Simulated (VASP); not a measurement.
# TiB2H2 (P6/mmm) in VASP: notebook

Runs on TiB2H2. Level: PBE. Tasks: single point, relaxation of cell and atoms.

Program: VASP 6.6.1. These are calculated values, not measurements. Logs are shortened: lines on timing, memory, paths and dates and some standing lists are left out, and cuts for length are marked.

## Step 1: The cell of the first run

The structure is hexagonal, space group P6/mmm (No. 191). Conventional cell: a = 3.511 Å, b = 3.511 Å, c = 3.999 Å, α = 90.00°, β = 90.00°, γ = 120.00°. Within 2.7 Å of Ti (site symmetry 6/mmm) lie 6 B at 2.03 Å. Within 2.6 Å of B (site symmetry -6m2) lie 2 H at 2.00 Å and 3 B at 2.03 Å and 3 Ti at 2.03 Å. H (site symmetry -6m2) has 2 B at 2.00 Å and 3 H at 2.03 Å within 2.6 Å.

## Step 2: Single point, PBE

The input, INCAR:

```
PREC = Accurate ; ENCUT = 500
EDIFF = 1E-6 ; ISMEAR = 0
SIGMA = 0.1 ; LREAL = F
LASPH = T ; NELM = 120
ALGO = Normal ; ISIF = 2
LWAVE = F ; LCHARG = F
GGA = PE ; NBANDS = 18
GGA_COMPAT = F
```

The input, KPOINTS:

```
Automatic mesh
0
Gamma
  6 6 4
```

The input, POSCAR:

```
TiB2H2
1.0
    3.5107396600      0.0000000000      0.0000000000
   -1.7553698300      3.0403897300      0.0000000000
    0.0000000000      0.0000000000      3.9986013000
Ti B H
1 2 2
Direct
    0.0000000000      0.0000000000      0.0000000000
    0.3333333300      0.6666666700      0.0000000000
    0.6666666700      0.3333333300      0.0000000000
    0.3333333300      0.6666666700      0.5000000000
    0.6666666700      0.3333333300      0.5000000000
```

Potentials or basis: VASP PAW PBE potentials, release 64 (Ti_sv, B, H).

Run with:

```sh
cat potpaw_PBE.64/Ti_sv/POTCAR potpaw_PBE.64/B/POTCAR potpaw_PBE.64/H/POTCAR > POTCAR
mpirun -np 1 vasp_std > vasp.out
```

OUTCAR:

```text
PREC = Accurate
   ENCUT = 500
   EDIFF = 1E-6
   ISMEAR = 0
   LREAL = F
   LASPH = T
   NELM = 120
   ISIF = 2
   GGA = PE

 ion  position               nearest neighbor table
   1  0.000  0.000  0.000-   2 2.03   3 2.03   2 2.03   3 2.03   3 2.03   2 2.03
   2  0.333  0.667  0.000-   3 2.03   1 2.03   3 2.03   1 2.03   1 2.03   3 2.03
   3  0.667  0.333  0.000-   2 2.03   1 2.03   2 2.03   1 2.03   1 2.03   2 2.03
   4  0.333  0.667  0.500-
   5  0.667  0.333  0.500-

  LATTYP: Found a hexagonal cell.
 ALAT       =     3.5107396600
 C/A-ratio  =     1.1389626367

  Lattice vectors:

 A1 = (   3.5107396600,   0.0000000000,   0.0000000000)
 A2 = (  -1.7553698300,   3.0403897300,   0.0000000000)
 A3 = (   0.0000000000,   0.0000000000,   3.9986013000)

Analysis of symmetry for initial positions (statically):
=====================================================================
 Subroutine PRICEL returns:
 Original cell was already a primitive cell.

 Routine SETGRP: Setting up the symmetry group for a
 hexagonal supercell.

 Subroutine GETGRP returns: Found 24 space group operations
 (whereof 24 operations were pure point group operations)
 out of a pool of 24 trial point group operations.

The static configuration has the point symmetry D_6h.

Analysis of symmetry for dynamics (positions and initial velocities):
=====================================================================
 Subroutine PRICEL returns:
 Original cell was already a primitive cell.

 Routine SETGRP: Setting up the symmetry group for a
 hexagonal supercell.

 Subroutine GETGRP returns: Found 24 space group operations
 (whereof 24 operations were pure point group operations)
 out of a pool of 24 trial point group operations.

The dynamic configuration has the point symmetry D_6h.

 Subroutine INISYM returns: Found 24 space group operations
 (whereof 24 operations are pure point group operations),
 and found     1 'primitive' translations

----------------------------------------------------------------------------------------

                                     Primitive cell

  volume of cell :      42.6811

  direct lattice vectors                    reciprocal lattice vectors
     3.510739660  0.000000000  0.000000000     0.284840261  0.164452601  0.000000000
    -1.755369830  3.040389730  0.000000000     0.000000000  0.328905203  0.000000000
     0.000000000  0.000000000  3.998601300     0.000000000  0.000000000  0.250087449

  length of vectors
     3.510739660  3.510739659  3.998601300     0.328905202  0.328905203  0.250087449

  position of ions in fractional coordinates (direct lattice)
     0.000000000  0.000000000  0.000000000
     0.333333330  0.666666670  0.000000000
     0.666666670  0.333333330  0.000000000
     0.333333330  0.666666670  0.500000000
     0.666666670  0.333333330  0.500000000

  ion indices of the primitive-cell ions
   primitive index   ion index
                 1           1
                 2           2
                 3           3
                 4           4
                 5           5

----------------------------------------------------------------------------------------

 KPOINTS: Automatic mesh

Automatic generation of k-mesh.
 Grid dimensions read from file:
 generate k-points for:    6    6    4

 Generating k-lattice:

  Cartesian coordinates                     Fractional coordinates (reciprocal lattice)
     0.047473377  0.027408767  0.000000000     0.166666667  0.000000000  0.000000000
     0.000000000  0.054817534  0.000000000     0.000000000  0.166666667  0.000000000
     0.000000000  0.000000000  0.062521862     0.000000000  0.000000000  0.250000000

  Length of vectors
     0.054817534  0.054817534  0.062521862

  Shift w.r.t. Gamma in fractional coordinates (k-lattice)
     0.000000000  0.000000000  0.000000000

 Subroutine IBZKPT returns following result:
 ===========================================

 Found     21 irreducible k-points:

 Following reciprocal coordinates:
            Coordinates               Weight
  0.000000  0.000000  0.000000      1.000000
  0.166667 -0.000000  0.000000      6.000000
  0.333333 -0.000000  0.000000      6.000000
  0.500000 -0.000000  0.000000      3.000000
  0.166667  0.166667  0.000000      6.000000
  0.333333  0.166667  0.000000     12.000000
[... 13 lines left out ...]
  0.333333  0.166667  0.500000     12.000000
  0.333333  0.333333  0.500000      2.000000
   k-points           NKPTS =     21   k-points in BZ     NKDIM =     21   number of bands    NBANDS=     18
   number of dos      NEDOS =    301   number of ions     NIONS =      5
   total plane-waves  NPLWV =  23520
   dimension x,y,z NGX =    28 NGY =   28 NGZ =   30
   dimension x,y,z NGXF=    56 NGYF=   56 NGZF=   60
   ions per type =               1   2   2
   NGX,Y,Z   is equivalent  to a cutoff of  13.26, 13.26, 12.47 a.u.
   NGXF,Y,Z  is equivalent  to a cutoff of  26.52, 26.52, 24.95 a.u.
 SYSTEM =  unknown system
   PREC   = accura    normal or accurate (medium, high low for compatibility)
   ISTART =      0    job   : 0-new  1-cont  2-samecut
   ICHARG =      2    charge: 1-file 2-atom 10-const
   ISPIN  =      1    spin polarized calculation?
   LNONCOLLINEAR =      F non collinear calculations
   LSORBIT =      F    spin-orbit coupling
   LASPH  =      T    aspherical Exc in radial PAW
   ENCUT  =  500.0 eV  36.75 Ry    6.06 a.u.   6.40  6.40  7.29*2*pi/ulx,y,z
   NELM   =    120;   NELMIN=  2; NELMDL= -5     # of ELM steps
   EDIFF  = 0.1E-05   stopping-criterion for ELM
   LREAL  =      F    real-space projection
[... 7 lines left out ...]
   TEBEG  =    0.0;   TEEND  =   0.0 temperature during run
   PSTRESS=    0.0 pullay stress
   NELECT =      20.0000    total number of electrons
   NUPDOWN=      -1.0000    fix difference up-down
   EMIN   =  10.00;   EMAX   =-10.00  energy-range for DOS
   EFERMI =   0.00;   METHOD = LEGACY
   ISMEAR =     0;   SIGMA  =   0.10  broadening in eV -4-tet -1-fermi 0-gaus
   EFERMI_NEDOS =   21; number of points for ismear=-14 and -15
   IALGO  =     38    algorithm
   IMIX   =      4    mixing-type and parameters
     AMIX     =   0.40;   BMIX     =  1.00
     AMIX_MAG =   1.60;   BMIX_MAG =  1.00
  volume/ion in A,a.u.               =       8.54        57.61
  Fermi-wavevector in a.u.,A,eV,Ry     =   1.271568  2.402915 21.999049  1.616885
  Thomas-Fermi vector in A             =   2.404494
   LORBIT       =      0    0 simple, 1 ext, 2 COOP (PROOUT), +10 PAW based schemes
   GGA     = PE    functional components
   LHFCALC =     F    Hartree Fock is set to
   AEXX    =    0.0000 exact exchange contribution
   IVDW    =     0    specifies the selected vdW correction
   LEPSILON=     F    determine dielectric tensor
   LRPA    =     F    only Hartree local field effects (RPA)
 non-spin polarized calculation
 Gauss-broadening in eV      SIGMA  =   0.10
  energy-cutoff  :      500.00
  volume of cell :       42.68
 maximum number of plane-waves:      1107
 NGX is ok and might be reduce to    28
   NGX = 13   NGY = 13   NGZ = 15

 number of electron      20.0000000 magnetization

 Free energy of the ion-electron system (eV)
  ---------------------------------------------------
  ext. energy  EPLUGINS =         0.00000000
  ---------------------------------------------------
  free energy    TOTEN  =       -21.74508967 eV

  energy without entropy =      -21.73062863  energy(sigma->0) =      -21.73785915

 E-fermi :   5.6680     XC(G=0): -10.7340

 val. band max:        5.6610622807   @ k =   0.1667  -0.0000   0.2500
 cond. band min:       5.6979345792   @ k =   0.3333   0.1667   0.2500
 fundamental gap:      0.0368722985
 Fermi energy:         5.6679728884

 k-point     1 :       0.0000    0.0000    0.0000
  band No.  band energies     occupation
      1     -50.9977      2.00000
      2     -27.4543      2.00000
      3     -27.3720      2.00000
      4     -27.3720      2.00000
      5      -6.3997      2.00000
      6       0.1583      2.00000
[... 10 lines left out ...]
     17      12.2077      0.00000
     18      13.7769      0.00000

 k-point     2 :       0.1667   -0.0000    0.0000
  band No.  band energies     occupation
      1     -50.9951      2.00000
      2     -27.4499      2.00000
      3     -27.4121      2.00000
      4     -27.3852      2.00000
      5      -5.9579      2.00000
      6      -0.3829      2.00000
[... 10 lines left out ...]
     17      11.9821      0.00000
     18      14.7524      0.00000

 k-point     3 :       0.3333   -0.0000    0.0000
  band No.  band energies     occupation
      1     -50.9900      2.00000
      2     -27.4912      2.00000
      3     -27.4413      2.00000
      4     -27.4115      2.00000
      5      -4.7503      2.00000
      6      -1.5817      2.00000
[... 10 lines left out ...]
     17      12.6668      0.00000
     18      14.6132      0.00000

 k-point     4 :       0.5000   -0.0000    0.0000
  band No.  band energies     occupation
      1     -50.9875      2.00000
      2     -27.5303      2.00000
      3     -27.4370      2.00000
      4     -27.4245      2.00000
      5      -3.1379      2.00000
      6      -3.1190      2.00000
[... 312 lines left out ...]
      4     -27.4107      2.00000
      5      -4.1867      2.00000
      6      -1.7606      2.00000
[... 10 lines left out ...]
     17      12.1235      0.00000
     18      14.2041      0.00000

 k-point    20 :       0.3333    0.1667    0.5000
  band No.  band energies     occupation
      1     -50.9870      2.00000
      2     -27.5107      2.00000
      3     -27.4482      2.00000
      4     -27.4415      2.00000
      5      -2.7799      2.00000
      6      -1.4245      2.00000
[... 10 lines left out ...]
     17      13.0375      0.00000
     18      13.2815      0.00000

 k-point    21 :       0.3333    0.3333    0.5000
  band No.  band energies     occupation
      1     -50.9857      2.00000
      2     -27.4892      2.00000
      3     -27.4892      2.00000
      4     -27.4459      2.00000
      5      -1.6473      2.00000
      6      -1.6473      2.00000
[... 10 lines left out ...]
     17      12.9284      0.00000
     18      15.3360      0.00000

------------------------ aborting loop because EDIFF is reached ----------------------------------------

  FORCE on cell =-STRESS in cart. coord.  units (eV):
  Direction    XX          YY          ZZ          XY          YZ          ZX
  --------------------------------------------------------------------------------------
  -------------------------------------------------------------------------------------
  Total        8.1213640      8.1213640     -4.8195579      0.0000000     -0.0000000      0.0000000
  in kB      304.8621950    304.8621946   -180.9180072      0.0000000     -0.0000000      0.0000000
  external PRESSURE =     142.9354608 kB  Pullay stress =       0.0000000 kB

 VOLUME and BASIS-vectors are now :
 -----------------------------------------------------------------------------
  energy-cutoff  :      500.00
  volume of cell :       42.68
      direct lattice vectors                 reciprocal lattice vectors
     3.510739660  0.000000000  0.000000000     0.284840261  0.164452601  0.000000000
    -1.755369830  3.040389730  0.000000000     0.000000000  0.328905203  0.000000000
     0.000000000  0.000000000  3.998601300     0.000000000  0.000000000  0.250087449

 POSITION                                       TOTAL-FORCE (eV/Angst)
 -----------------------------------------------------------------------------------
      0.00000      0.00000      0.00000         0.000000      0.000000      0.000000
     -0.00000      2.02693      0.00000         0.000000      0.000000      0.000000
      1.75537      1.01346      0.00000        -0.000000      0.000000      0.000000
     -0.00000      2.02693      1.99930        -0.000000      0.000000      0.000000
      1.75537      1.01346      1.99930         0.000000      0.000000     -0.000000
 -----------------------------------------------------------------------------------
    total drift:                               -0.000000     -0.000000     -0.000000

  FREE ENERGIE OF THE ION-ELECTRON SYSTEM (eV)
  ---------------------------------------------------
  free  energy   TOTEN  =       -21.7450896672 eV

  energy  without entropy=      -21.7306286285  energy(sigma->0) =      -21.73785915
```

Wall time 31 s (1 thread of Intel Xeon 8259CL, shared host); peak memory 0.17 GiB.

Results:

- Free energy: -21.7451 eV
- Pressure: 14.3 GPa
- Band gap on the k mesh: zero (band 10 reaches 6.76 eV, above the bottom of band 11 at 4.96 eV)

Caveat: the k points lie up to 0.39 Å⁻¹ apart.

[end of part 1 of 2]
